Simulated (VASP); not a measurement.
Wanted: the native input for a VASP 6.6.1 run.

```yaml
Task: single point
Functional: PBE
Potentials_or_basis: VASP PAW PBE potentials, release 64 (W_sv)
Cutoff: 520 eV
k_mesh: 18 × 18 × 6
Occupations: gaussian, width 0.1 eV
Spin: no spin polarisation
Dipole_correction: no
Further_INCAR_settings: ALGO = Fast; EDIFF = 1e-07; NBANDS = 36
```

The structure of W lies in POSCAR:

```
W
1.0
    2.7843063454      0.0000000000      0.0000000000
   -1.3921531727      2.4112800270      0.0000000000
    0.0000000000      0.0000000000      9.8253823772
W
4
Direct
    0.0000000000      0.0000000000      0.0000000000
    0.0000000000      0.0000000000      0.5000000000
    0.3333333333      0.6666666667      0.7500000000
    0.6666666667      0.3333333333      0.2500000000
```

This isn't the form of W at room conditions, which is bcc.

These files were run (other wordings do the same):

INCAR

```
SYSTEM = W
PREC     = Accurate       ! precision mode
ENCUT    = 520            ! plane-wave cutoff, eV
EDIFF    = 1E-7           ! SCF threshold, eV
ISMEAR   = 0              ! smearing method
SIGMA    = 0.1            ! smearing width, eV
LREAL    = .FALSE.        ! projectors in reciprocal space
LASPH    = .TRUE.         ! aspherical terms in the spheres
NELM     = 80             ! most SCF steps
ALGO     = Fast           ! electronic algorithm
ISIF     = 2              ! what is computed and relaxed
LWAVE    = .FALSE.        ! write WAVECAR
LCHARG   = .TRUE.         ! write CHGCAR
GGA      = PE             ! functional
LELF     = .TRUE.         ! ELF
LVHAR    = .TRUE.       
NBANDS   = 36             ! bands
```

KPOINTS

```
regular mesh
0
G
  18 18 6
  0 0 0
```

Potentials or basis: VASP PAW PBE potentials, release 64 (W_sv).

Command:

```console
$ cat potpaw_PBE.64/W_sv/POTCAR > POTCAR
$ mpirun -np 1 vasp_std > vasp.out
```

It gave:

* Pressure: 0.5 GPa
* Band gap on the k mesh: zero (bands 28 and 29 overlap by 2.07 eV)

Caveat: spin-orbit coupling is left out, which moves the levels of the heavy elements.

Run time: 3.2 min on 1 thread of Intel(R) Xeon(R) 6975P-C (Granite Rapids), with other jobs on the host, peak memory 0.38 GiB.
